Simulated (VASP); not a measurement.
Sc3TlB, 5 atoms in the cell. The structure is tetragonal, space group P4/mmm (No. 123). Conventional cell: a = 4.535 Å, b = 4.535 Å, c = 4.490 Å, α = 90.00°, β = 90.00°, γ = 90.00°. Within 3.0 Å of Sc (site symmetry mmm) lie 2 B at 2.27 Å. Sc (site symmetry 4/mmm) has 2 B at 2.25 Å within 3.0 Å. Tl (site symmetry 4/mmm) has 12 Sc at 3.19 to 3.21 Å and 8 B at 3.91 Å within 4.2 Å. B (site symmetry 4/mmm) has 6 Sc at 2.25 to 2.27 Å within 3.0 Å. 

```yaml
Program: VASP 6.6.1
Task: single point
Functional: PBEsol
Potentials_or_basis: VASP PAW PBE potentials, release 64 (Sc_sv, Tl_d, B)
Cutoff: 520 eV
k_mesh: 8 × 8 × 8
Occupations: fermi-dirac, width 0.05 eV
Spin: no spin polarisation
Dipole_correction: no
Further_INCAR_settings: ALGO = Normal; EDIFF = 1e-06; NBANDS = 32
```

Potentials or basis: VASP PAW PBE potentials, release 64 (Sc_sv, Tl_d, B).

Command:

```sh
$ cat potpaw_PBE.64/Sc_sv/POTCAR potpaw_PBE.64/Tl_d/POTCAR potpaw_PBE.64/B/POTCAR > POTCAR
$ mpirun -np 1 vasp_std > vasp.out
```

Hardware: 1 thread of Intel(R) Xeon(R) Platinum 8259CL CPU @ 2.50GHz (Skylake/Cascade Lake), on a shared host.

Estimate the wall time of this run.

Run time: 4.9 min on 1 thread of Intel(R) Xeon(R) Platinum 8259CL CPU @ 2.50GHz (Skylake/Cascade Lake) (shared host), peak memory 0.34 GiB. Counts: scf iterations 14, k points 75.
